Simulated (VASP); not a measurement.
# Ge2Sb2Te5 (P-3m1) in VASP: notebook

Runs on Ge2Sb2Te5. Level: r2SCAN. Tasks: single point.

Program: VASP 6.6.1. These are calculated values, not measurements. Logs are shortened: lines on timing, memory, paths and dates and some standing lists are left out, and cuts for length are marked.

## 1. The cell of the first run

Symmetry: P-3m1, No. 164, trigonal system. Conventional cell: a = 4.294 Å, b = 4.294 Å, c = 17.101 Å, α = 90.00°, β = 90.00°, γ = 120.00°. Ge (site symmetry 3m) has 6 Te at 3.00 to 3.04 Å within 3.9 Å. Within 4.0 Å of Sb (site symmetry 3m) lie 6 Te at 3.01 to 3.20 Å. Te (site symmetry -3m) has 6 Ge at 3.04 Å within 4.0 Å. Te (site symmetry 3m) has 3 Ge at 3.00 Å and 3 Sb at 3.20 Å within 3.9 Å. Te (site symmetry 3m) has 3 Sb at 3.01 Å and 3 Te at 3.70 Å within 4.0 Å.

## 2. Single point, r2SCAN

POSCAR

```
Ge2Sb2Te5
1.0
    4.2940644248      0.0000000000      0.0000000000
   -2.1470322124      3.7187688774      0.0000000000
    0.0000000000      0.0000000000     17.1013460000
Ge Sb Te
2 2 5
Direct
    0.3333333300      0.6666666700      0.8971050000
    0.6666666700      0.3333333300      0.1028950000
    0.0000000000      0.0000000000      0.6799320000
    0.0000000000      0.0000000000      0.3200680000
    0.0000000000      0.0000000000      0.0000000000
    0.6666666700      0.3333333300      0.7984580000
    0.3333333300      0.6666666700      0.2015420000
    0.3333333300      0.6666666700      0.5801080000
    0.6666666700      0.3333333300      0.4198920000
```

INCAR.step1

```
SYSTEM = Ge2Sb2Te5
ALGO = Normal
EDIFF = 1E-5
ENCUT = 550
GGA = PE
GGA_COMPAT = .FALSE.
ISMEAR = 0
LASPH = .TRUE.
LCHARG = .FALSE.
LREAL = .FALSE.
LWAVE = .TRUE.
NBANDS = 44
NELM = 120
PREC = Accurate
SIGMA = 0.1
```

INCAR.step2

```
SYSTEM = Ge2Sb2Te5
ALGO = Normal
EDIFF = 1E-6
ENCUT = 550
GGA_COMPAT = .FALSE.
ISIF = 2
ISMEAR = 0
ISTART = 1
LASPH = .TRUE.
LCHARG = .TRUE.
LELF = .TRUE.
LMIXTAU = .TRUE.
LREAL = .FALSE.
LVHAR = .TRUE.
LWAVE = .FALSE.
METAGGA = R2SCAN
NBANDS = 44
NELM = 120
PREC = Accurate
SIGMA = 0.1
```

KPOINTS

```
k-points
0
G
  6 6 1
  0 0 0
```

Potentials or basis: VASP PAW PBE potentials, release 64 (Ge_d, Sb, Te).

Launch:

```
> cat potpaw_PBE.64/Ge_d/POTCAR potpaw_PBE.64/Sb/POTCAR potpaw_PBE.64/Te/POTCAR > POTCAR
> cp INCAR.step1 INCAR
> mpirun -np 1 vasp_std > vasp.out
> cp INCAR.step2 INCAR
> mpirun -np 1 vasp_std > vasp.out
```

OUTCAR:

```text
SYSTEM = Ge2Sb2Te5
   EDIFF = 1E-6
   ENCUT = 550
   ISIF = 2
   ISMEAR = 0
   ISTART = 1
   LASPH = .TRUE.
   LREAL = .FALSE.
   METAGGA = R2SCAN
   NELM = 120
   PREC = Accurate

 ion  position               nearest neighbor table
   1  0.333  0.667  0.897-   6 3.00   6 3.00   6 3.00   5 3.04   5 3.04   5 3.04
   2  0.667  0.333  0.103-   7 3.00   7 3.00   7 3.00   5 3.04   5 3.04   5 3.04
   3  0.000  0.000  0.680-   8 3.01   8 3.01   8 3.01   6 3.20   6 3.20   6 3.20
   4  0.000  0.000  0.320-   9 3.01   9 3.01   9 3.01   7 3.20   7 3.20   7 3.20
   5  0.000  0.000  0.000-   1 3.04   2 3.04   2 3.04   1 3.04   2 3.04   1 3.04
   6  0.667  0.333  0.798-   1 3.00   1 3.00   1 3.00   3 3.20   3 3.20   3 3.20
   7  0.333  0.667  0.202-   2 3.00   2 3.00   2 3.00   4 3.20   4 3.20   4 3.20
   8  0.333  0.667  0.580-   3 3.01   3 3.01   3 3.01
   9  0.667  0.333  0.420-   4 3.01   4 3.01   4 3.01

  LATTYP: Found a hexagonal cell.
 ALAT       =     4.2940644248
 C/A-ratio  =     3.9825545936

  Lattice vectors:

 A1 = (   4.2940644248,   0.0000000000,   0.0000000000)
 A2 = (  -2.1470322124,   3.7187688774,   0.0000000000)
 A3 = (   0.0000000000,   0.0000000000,  17.1013460000)

Analysis of symmetry for initial positions (statically):
=====================================================================
 Subroutine PRICEL returns:
 Original cell was already a primitive cell.

 Routine SETGRP: Setting up the symmetry group for a
 hexagonal supercell.

 Subroutine GETGRP returns: Found 12 space group operations
 (whereof 12 operations were pure point group operations)
 out of a pool of 24 trial point group operations.

The static configuration has the point symmetry D_3d.

Analysis of symmetry for dynamics (positions and initial velocities):
=====================================================================
 Subroutine PRICEL returns:
 Original cell was already a primitive cell.

 Routine SETGRP: Setting up the symmetry group for a
 hexagonal supercell.

 Subroutine GETGRP returns: Found 12 space group operations
 (whereof 12 operations were pure point group operations)
 out of a pool of 24 trial point group operations.

The dynamic configuration has the point symmetry D_3d.

 Subroutine INISYM returns: Found 12 space group operations
[... 95 lines left out ...]
   EDIFFG = 0.1E-04   stopping-criterion for IOM
   NSW    =      0    number of steps for IOM
   IBRION =     -1    ionic relax: 0-MD 1-quasi-New 2-CG
   NFREE  =      0    steps in history (QN), initial steepest desc. (CG)
   ISIF   =      2    stress and relaxation
   ISYM   =      2    0-nonsym 1-usesym 2-fastsym
   POTIM  = 0.5000    time-step for ionic-motion
   TEBEG  =    0.0;   TEEND  =   0.0 temperature during run
   PSTRESS=    0.0 pullay stress
   NELECT =      68.0000    total number of electrons
   NUPDOWN=      -1.0000    fix difference up-down
   EMIN   =  10.00;   EMAX   =-10.00  energy-range for DOS
   EFERMI =   0.00;   METHOD = LEGACY
   ISMEAR =     0;   SIGMA  =   0.10  broadening in eV -4-tet -1-fermi 0-gaus
   EFERMI_NEDOS =   21; number of points for ismear=-14 and -15
   IALGO  =     38    algorithm
   IMIX   =      4    mixing-type and parameters
     AMIX     =   0.40;   BMIX     =  1.00
     AMIX_MAG =   1.60;   BMIX_MAG =  1.00
  volume/ion in A,a.u.               =      30.34       204.76
  Fermi-wavevector in a.u.,A,eV,Ry     =   1.029940  1.946304 14.432730  1.060776
  Thomas-Fermi vector in A             =   2.164013
   LORBIT       =      0    0 simple, 1 ext, 2 COOP (PROOUT), +10 PAW based schemes
   METAGGA = R2SCAN    functional components
   LHFCALC =     F    Hartree Fock is set to
   AEXX    =    0.0000 exact exchange contribution
   IVDW    =     0    specifies the selected vdW correction
   LEPSILON=     F    determine dielectric tensor
   LRPA    =     F    only Hartree local field effects (RPA)
 non-spin polarized calculation
 Gauss-broadening in eV      SIGMA  =   0.10
  energy-cutoff  :      550.00
  volume of cell :      273.09
 maximum number of plane-waves:      8054
 NGX is ok and might be reduce to    36
   NGX = 17   NGY = 17   NGZ = 65

 number of electron      68.0000023 magnetization

 Free energy of the ion-electron system (eV)
  ---------------------------------------------------
  ext. energy  EPLUGINS =         0.00000000
  ---------------------------------------------------
  free energy    TOTEN  =      -206.88392313 eV

  energy without entropy =     -206.88254585  energy(sigma->0) =     -206.88323449

 E-fermi :   6.2828     XC(G=0):  -9.9407

 val. band max:        6.1878252236   @ k =   0.0000   0.0000   0.0000
 cond. band min:       6.4028786678   @ k =   0.0000   0.0000   0.0000
 fundamental gap:      0.2150534442
 Fermi energy:         6.2828277298

 k-point     1 :       0.0000    0.0000    0.0000
  band No.  band energies     occupation
      1     -19.5999      2.00000
      2     -19.5999      2.00000
      3     -19.5992      2.00000
      4     -19.5992      2.00000
      5     -19.5914      2.00000
      6     -19.5912      2.00000
[... 318 lines left out ...]
     43      10.0026      0.00000
     44      11.5123      0.00000

------------------------ aborting loop because EDIFF is reached ----------------------------------------

  FORCE on cell =-STRESS in cart. coord.  units (eV):
  Direction    XX          YY          ZZ          XY          YZ          ZX
  --------------------------------------------------------------------------------------
  -------------------------------------------------------------------------------------
  Total       -1.0577087     -1.0577087     -0.8132486     -0.0000000      0.0000000      0.0000000
  in kB       -6.2055261     -6.2055261     -4.7712905     -0.0000000      0.0000000      0.0000000
  external PRESSURE =      -5.7274476 kB  Pullay stress =       0.0000000 kB

 VOLUME and BASIS-vectors are now :
 -----------------------------------------------------------------------------
  energy-cutoff  :      550.00
  volume of cell :      273.09
      direct lattice vectors                 reciprocal lattice vectors
     4.294064425  0.000000000  0.000000000     0.232879599  0.134453099  0.000000000
    -2.147032212  3.718768877  0.000000000     0.000000000  0.268906198  0.000000000
     0.000000000  0.000000000 17.101346000     0.000000000  0.000000000  0.058474929

 POSITION                                       TOTAL-FORCE (eV/Angst)
 -----------------------------------------------------------------------------------
     -0.00000      2.47918     15.34170         0.000000     -0.000000      0.055647
      2.14703      1.23959      1.75964        -0.000000      0.000000     -0.055647
      0.00000      0.00000     11.62775        -0.000000      0.000000     -0.003519
      0.00000      0.00000      5.47359        -0.000000     -0.000000      0.003519
      0.00000      0.00000      0.00000        -0.000000      0.000000      0.000000
      2.14703      1.23959     13.65471        -0.000000     -0.000000      0.102474
     -0.00000      2.47918      3.44664         0.000000      0.000000     -0.102474
     -0.00000      2.47918      9.92063        -0.000000      0.000000      0.249507
      2.14703      1.23959      7.18072         0.000000      0.000000     -0.249507
 -----------------------------------------------------------------------------------
    total drift:                                0.000000     -0.000000     -0.000000

  FREE ENERGIE OF THE ION-ELECTRON SYSTEM (eV)
  ---------------------------------------------------
  free  energy   TOTEN  =      -206.8839231251 eV

  energy  without entropy=     -206.8825458471  energy(sigma->0) =     -206.88323449
```

OSZICAR.step1:

```text
N       E                     dE             d eps       ncg     rms          rms(c)
DAV:   1     0.602375435714E+03    0.60238E+03   -0.28557E+04   772   0.211E+03
DAV:   2     0.639506738969E+02   -0.53842E+03   -0.51638E+03   664   0.584E+02
DAV:   3    -0.281493893545E+02   -0.92100E+02   -0.88747E+02   736   0.153E+02
DAV:   4    -0.339783246587E+02   -0.58289E+01   -0.57547E+01   716   0.445E+01
DAV:   5    -0.342105932040E+02   -0.23227E+00   -0.23122E+00   876   0.892E+00    0.107E+01
DAV:   6    -0.339939116108E+02    0.21668E+00   -0.86209E-01   872   0.429E+00    0.681E+00
DAV:   7    -0.341734494269E+02   -0.17954E+00   -0.13682E+00   784   0.498E+00    0.304E+00
DAV:   8    -0.339976863105E+02    0.17576E+00   -0.90361E-01   768   0.399E+00    0.729E-01
DAV:   9    -0.339950496020E+02    0.26367E-02   -0.91093E-02   760   0.125E+00    0.615E-01
DAV:  10    -0.339957556870E+02   -0.70609E-03   -0.91935E-03   824   0.341E-01    0.533E-01
DAV:  11    -0.339955302568E+02    0.22543E-03   -0.34291E-04   752   0.103E-01    0.496E-01
DAV:  12    -0.339958130253E+02   -0.28277E-03   -0.19862E-03   744   0.157E-01    0.461E-01
DAV:  13    -0.339957216896E+02    0.91336E-04   -0.50071E-04   684   0.760E-02    0.437E-01
DAV:  14    -0.339957151395E+02    0.65501E-05   -0.49672E-05   624   0.268E-02
   1 F= -.33995715E+02 E0= -.33995341E+02  d E =-.748815E-03
```

It took 23 min on 1 thread of Intel Xeon 8259CL, shared host; peak memory 0.53 GiB.

Results:

```
Free energy            : -206.8839 eV
Pressure               : -0.6 GPa
Largest force          : 0.250 eV/Å
Band gap on the k mesh : 0.22 eV
```

Forces on the atoms (eV/Å):
```
Ge   0.000  0.000  0.056
Ge   0.000  0.000 -0.056
Sb   0.000  0.000 -0.004
Sb   0.000  0.000  0.004
Te   0.000  0.000  0.000
Te   0.000  0.000  0.102
Te   0.000  0.000 -0.102
Te   0.000  0.000  0.250
Te   0.000  0.000 -0.250
```

Levels at points of the mesh, in eV from the valence-band top:
```tsv
k point	band 32	band 33	band 34	band 35	band 36	band 37
(0.00, 0.00, 0.00)	-1.14	-0.84	0.00	0.22	0.22	0.47
(0.50, 0.00, 0.00)	-1.73	-1.40	-0.84	0.49	1.00	1.06
```

Caveat: the PAW data sets were made with another functional, which shifts forces and pressure a little; spin-orbit coupling is left out, which moves the levels of the heavy elements; an odd mesh through Γ misses points on the zone boundary, where band edges can lie.

## 3. Single point, r2SCAN

This run uses another cell than the first one, of 30.85 Å³/atom.

POSCAR

```
Ge2Sb2Te5
1.0
    4.2666254524      0.0000000000      0.0000000000
   -2.1333127262      3.6950060302      0.0000000000
    0.0000000000      0.0000000000     17.6111964217
Ge Sb Te
2 2 5
Direct
    0.3333333333      0.6666666667      0.9022573004
    0.6666666667      0.3333333333      0.0977426996
    0.0000000000      0.0000000000      0.6917269982
    0.0000000000      0.0000000000      0.3082730018
    0.0000000000      0.0000000000      0.0000000000
    0.6666666667      0.3333333333      0.8069100878
    0.3333333333      0.6666666667      0.1930899122
    0.3333333333      0.6666666667      0.5952105988
    0.6666666667      0.3333333333      0.4047894012
```

INCAR.step1

```
PREC = Accurate
ENCUT = 550
ISMEAR = 0
SIGMA = 0.01
LREAL = False
LASPH = True
NELM = 120
NBANDS = 44
GGA = PE
ALGO = Normal
EDIFF = 1E-5
LWAVE = True
LCHARG = False
GGA_COMPAT = False
```

INCAR.step2

```
PREC = Accurate
ENCUT = 550
EDIFF = 1E-6
ISMEAR = 0
SIGMA = 0.01
LREAL = False
LASPH = True
NELM = 120
ALGO = Normal
ISIF = 2
LWAVE = False
LCHARG = False
METAGGA = R2SCAN
LMIXTAU = True
NBANDS = 44
ISTART = 1
GGA_COMPAT = False
```

KPOINTS

```
regular mesh
0
Gamma
  9 9 2
```

Potentials or basis: VASP PAW PBE potentials, release 64 (Ge_d, Sb, Te).

Launch:

```
> cat potpaw_PBE.64/Ge_d/POTCAR potpaw_PBE.64/Sb/POTCAR potpaw_PBE.64/Te/POTCAR > POTCAR
> cp INCAR.step1 INCAR
> mpirun -np 1 vasp_std > vasp.out
> cp INCAR.step2 INCAR
> mpirun -np 1 vasp_std > vasp.out
```

OUTCAR:

```text
PREC = Accurate
   ENCUT = 550
   EDIFF = 1E-6
   ISMEAR = 0
   LREAL = False
   LASPH = True
   NELM = 120
   ISIF = 2
   METAGGA = R2SCAN
   ISTART = 1

 ion  position               nearest neighbor table
   1  0.333  0.667  0.902-   6 2.98   6 2.98   6 2.98   5 3.01   5 3.01   5 3.01
   2  0.667  0.333  0.098-   7 2.98   7 2.98   7 2.98   5 3.01   5 3.01   5 3.01
   3  0.000  0.000  0.692-   8 2.99   8 2.99   8 2.99   6 3.19   6 3.19   6 3.19
   4  0.000  0.000  0.308-   9 2.99   9 2.99   9 2.99   7 3.19   7 3.19   7 3.19
[... 1346 lines left out ...]
  in kB       -0.1134948     -0.1134948      0.0665180     -0.0000000      0.0000000      0.0000000
  external PRESSURE =      -0.0534906 kB  Pullay stress =       0.0000000 kB

 VOLUME and BASIS-vectors are now :
 -----------------------------------------------------------------------------
  energy-cutoff  :      550.00
  volume of cell :      277.64
      direct lattice vectors                 reciprocal lattice vectors
     4.266625452  0.000000000  0.000000000     0.234377264  0.135317776  0.000000000
    -2.133312726  3.695006030  0.000000000     0.000000000  0.270635553  0.000000000
     0.000000000  0.000000000 17.611196422     0.000000000  0.000000000  0.056782059

 POSITION                                       TOTAL-FORCE (eV/Angst)
 -----------------------------------------------------------------------------------
     -0.00000      2.46334     15.88983        -0.000000     -0.000000     -0.002198
      2.13331      1.23167      1.72137         0.000000      0.000000      0.002198
      0.00000      0.00000     12.18214        -0.000000     -0.000000      0.026770
      0.00000      0.00000      5.42906        -0.000000      0.000000     -0.026770
      0.00000      0.00000      0.00000        -0.000000      0.000000      0.000000
      2.13331      1.23167     14.21065         0.000000      0.000000     -0.007865
     -0.00000      2.46334      3.40054        -0.000000      0.000000      0.007865
     -0.00000      2.46334     10.48237         0.000000      0.000000     -0.021246
      2.13331      1.23167      7.12883        -0.000000     -0.000000      0.021246
 -----------------------------------------------------------------------------------
    total drift:                                0.000000      0.000000      0.000000

  FREE ENERGIE OF THE ION-ELECTRON SYSTEM (eV)
  ---------------------------------------------------
  free  energy   TOTEN  =      -206.9254485112 eV

  energy  without entropy=     -206.9254485112  energy(sigma->0) =     -206.92544851
```

OUTCAR.step1:

```text
PREC = Accurate
   ENCUT = 550
   ISMEAR = 0
   LREAL = False
   LASPH = True
[... 1374 lines left out ...]
      2.13331      1.23167     14.21065        -0.000000     -0.000000     -0.027838
     -0.00000      2.46334      3.40054        -0.000000     -0.000000      0.027838
     -0.00000      2.46334     10.48237         0.000000      0.000000     -0.154393
      2.13331      1.23167      7.12883        -0.000000     -0.000000      0.154393
 -----------------------------------------------------------------------------------
    total drift:                                0.000000      0.000000      0.000000

  FREE ENERGIE OF THE ION-ELECTRON SYSTEM (eV)
  ---------------------------------------------------
  free  energy   TOTEN  =       -33.9853654139 eV

  energy  without entropy=      -33.9853654139  energy(sigma->0) =      -33.98536541
```

OSZICAR.step1:

```text
N       E                     dE             d eps       ncg     rms          rms(c)
DAV:   1     0.619026666171E+03    0.61903E+03   -0.28305E+04  2664   0.212E+03
DAV:   2     0.689639775355E+02   -0.55006E+03   -0.52713E+03  2284   0.624E+02
DAV:   3    -0.275603807934E+02   -0.96524E+02   -0.93738E+02  2532   0.155E+02
DAV:   4    -0.339726806702E+02   -0.64123E+01   -0.63370E+01  2552   0.477E+01
DAV:   5    -0.342033296886E+02   -0.23065E+00   -0.23007E+00  2948   0.921E+00    0.105E+01
DAV:   6    -0.339852726369E+02    0.21806E+00   -0.83633E-01  3000   0.428E+00    0.667E+00
DAV:   7    -0.341803965919E+02   -0.19512E+00   -0.14616E+00  2676   0.524E+00    0.305E+00
DAV:   8    -0.339873449346E+02    0.19305E+00   -0.10176E+00  2616   0.404E+00    0.667E-01
DAV:   9    -0.339849263204E+02    0.24186E-02   -0.94333E-02  2464   0.127E+00    0.627E-01
DAV:  10    -0.339856488356E+02   -0.72252E-03   -0.10196E-02  2912   0.358E-01    0.539E-01
DAV:  11    -0.339853173194E+02    0.33152E-03   -0.43935E-04  2752   0.110E-01    0.485E-01
DAV:  12    -0.339854336298E+02   -0.11631E-03   -0.22344E-03  2608   0.167E-01    0.376E-01
DAV:  13    -0.339853731441E+02    0.60486E-04   -0.44125E-04  2236   0.692E-02    0.343E-01
DAV:  14    -0.339853654139E+02    0.77302E-05   -0.41862E-05  2168   0.246E-02
   1 F= -.33985365E+02 E0= -.33985365E+02  d E =-.196735E-58
```

It took 38 min on 1 thread of Intel Xeon 8259CL, shared host; peak memory 0.66 GiB.

What came out:

* Free energy: -206.9254 eV
* Pressure: 0.0 GPa
* Largest force: 0.027 eV/Å
* Band gap on the k mesh: 0.57 eV

Forces on the atoms (eV/Å):
```
Ge   0.000  0.000 -0.002
Ge   0.000  0.000  0.002
Sb   0.000  0.000  0.027
Sb   0.000  0.000 -0.027
Te   0.000  0.000  0.000
Te   0.000  0.000 -0.008
Te   0.000  0.000  0.008
Te   0.000  0.000 -0.021
Te   0.000  0.000  0.021
```

Caveat: the PAW data sets were made with another functional, which shifts forces and pressure a little; spin-orbit coupling is left out, which moves the levels of the heavy elements; an odd mesh through Γ misses points on the zone boundary, where band edges can lie.
